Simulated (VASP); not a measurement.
Here is a VASP 6.6.1 calculation.

POSCAR

```
AgCl
1.0
    0.0000000000      2.7166437422      2.7166437422
    2.7166437422      0.0000000000      2.7166437422
    2.7166437422      2.7166437422      0.0000000000
Ag Cl
1 1
Direct
    0.0000000000      0.0000000000      0.0000000000
    0.5000000000      0.5000000000      0.5000000000
```

INCAR.step1

```
SYSTEM = AgCl
PREC = Accurate ; ENCUT = 520
ISMEAR = -1 ; SIGMA = 0.05
LREAL = .FALSE. ; LASPH = .TRUE.
NELM = 80 ; NBANDS = 16
GGA = PE ; ALGO = Normal
EDIFF = 1E-4 ; LWAVE = .TRUE.
LCHARG = .FALSE.
```

The input INCAR.step2:

```
SYSTEM = AgCl
PREC = Accurate ; ENCUT = 520
EDIFF = 1E-7 ; ISMEAR = -1
SIGMA = 0.05 ; LREAL = .FALSE.
LASPH = .TRUE. ; NELM = 80
ALGO = Normal ; ISIF = 2
LWAVE = .FALSE. ; LCHARG = .FALSE.
METAGGA = R2SCAN ; LMIXTAU = .TRUE.
NBANDS = 16 ; ISTART = 1
```

Contents of KPOINTS:

```
regular mesh
0
G
  8 8 8
  0 0 0
```

Potentials or basis: VASP PAW PBE potentials, release 64 (Ag, Cl).

Launch:

```console
$ cat potpaw_PBE.64/Ag/POTCAR potpaw_PBE.64/Cl/POTCAR > POTCAR
$ cp INCAR.step1 INCAR
$ mpirun -np 1 vasp_std > vasp.out
$ cp INCAR.step2 INCAR
$ mpirun -np 1 vasp_std > vasp.out
```

Problem. What does it give for the band gap on the k mesh?

Solution. 1.43 eV, indirect (least direct gap 3.93 eV).

Problem. Estimate the pressure.

Solution. 3.5 GPa.

Caveat: the PAW data sets were made with another functional, which shifts forces and pressure a little. A k mesh can miss the band edges.
